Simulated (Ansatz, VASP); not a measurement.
SiC: VASP beside Ansatz

POSCAR

```
SiC
1.0
    2.8354408082      0.0000000000      0.0000000000
   -1.4177204041      2.4555637708      0.0000000000
    0.0000000000      0.0000000000      4.6360505932
Si C
2 2
Direct
    0.3333333333      0.6666666667      0.4993385179
    0.6666666667      0.3333333333      0.9993385179
    0.3333333333      0.6666666667      0.8756614821
    0.6666666667      0.3333333333      0.3756614821
```

The input INCAR.step1:

```
SYSTEM = SiC
  ALGO = Normal
  EDIFF = 1E-4
  ENCUT = 520
  GGA = PE
  ISMEAR = 0
  LASPH = .TRUE.
  LCHARG = .FALSE.
  LREAL = .FALSE.
  LWAVE = .TRUE.
  NBANDS = 16
  NELM = 60
  PREC = Accurate
  SIGMA = 0.02
```

The input INCAR.step2:

```
SYSTEM = SiC
  ALGO = Normal
  EDIFF = 1E-6
  ENCUT = 520
  ISIF = 2
  ISMEAR = 0
  ISTART = 1
  LASPH = .TRUE.
  LCHARG = .FALSE.
  LMIXTAU = .TRUE.
  LREAL = .FALSE.
  LWAVE = .FALSE.
  METAGGA = R2SCAN
  NBANDS = 16
  NELM = 60
  PREC = Accurate
  SIGMA = 0.02
```

File KPOINTS:

```
k-points
0
G
  12 12 6
  0 0 0
```

Input for Ansatz:

```yaml
crystal:
  lattice:
    - [2.8354408082, 0.0, 0.0]
    - [-1.4177204041, 2.4555637708, 0.0]
    - [0.0, 0.0, 4.6360505932]
  atoms:
    - { symbol: Si, position: [0.3333333333, 0.6666666667, 0.4993385179] }
    - { symbol: Si, position: [0.6666666667, 0.3333333333, 0.9993385179] }
    - { symbol: C, position: [0.3333333333, 0.6666666667, 0.8756614821] }
    - { symbol: C, position: [0.6666666667, 0.3333333333, 0.3756614821] }
basis:
  ecutwfc: 500
kpoints:
  mp_grid: { grid: [12, 12, 6] }
  band_path: { path: [VBM, CBM], npoints: 2 }
hamiltonian:
  xc: r2scan
scf:
  occupations: { method: gaussian, width: 0.02 }
output:
  forces: true
  stress: true
  eigenvalues: true
checkpoint:
  read: start.run
  write: ck
  compress: false
  write_wavefunctions: false
  write_every: 100000
```

Alike in both runs: task single point; functional r2SCAN; k mesh 12 × 12 × 6; occupations gaussian, width 0.02 eV; no spin polarisation.

|  | VASP | Ansatz |
| --- | --- | --- |
| version | VASP 6.6.1 | Ansatz 0.2.0 |
| potentials or method | VASP PAW PBE potentials, release 64 (Si, C), cutoff 520 eV | scalar-relativistic, plane waves, PAW |
| valence electrons in the cell | 16 | 16 |

```csv
,VASP,Ansatz,Ansatz less VASP
gap on the k mesh at the Fermi level (eV),2.30,2.28,-0.015
least direct gap on the mesh (eV),5.06,5.04,-0.016
```

VASP's potentials were made for PBE, not for r2SCAN.
